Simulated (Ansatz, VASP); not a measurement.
# Bi: VASP beside Ansatz

```
Bi
1.0
     4.53674    0.00000    0.00000
    -2.26837    3.92893    0.00000
     0.00000    0.00000    5.19983
Bi
2
Cartesian
  0.0000 2.6193 1.3000
  2.2684 1.3096 3.8999
```

Alike in both runs: task relaxation of cell and atoms; functional PBEsol; k mesh 6 × 6 × 4; occupations gaussian, width 0.1 eV; no spin polarisation.

```csv
,VASP,Ansatz
version,VASP 6.6.1,Ansatz 0.2.0
potentials or method,"VASP PAW PBE potentials, release 64 (Bi_d), cutoff 600 eV","scalar-relativistic, plane waves, PAW"
valence electrons in the cell,30,30
```

Ansatz gave:

| Item | Value |
| --- | --- |
| gap on the k mesh at the Fermi level, each at its own relaxed structure (eV) | none |
| relaxed volume (Å³/atom) | 33.34 |
| relaxed length of the cell vector where the two differ most in proportion (Å) | 4.277 |

Q: Which values does VASP return?

A: gap on the k mesh at the Fermi level, each at its own relaxed structure (eV): none; relaxed volume (Å³/atom): 33.04; relaxed length of the cell vector where the two differ most in proportion (Å): 4.259.

VASP's potentials were made for PBE, not for PBEsol. A gap of «none» marks a metal or a gap that the smearing closes.

Neither program's run includes spin-orbit coupling. Noted on VASP's run: the volume moved by over 15 % at a fixed basis, so the end points are rough.
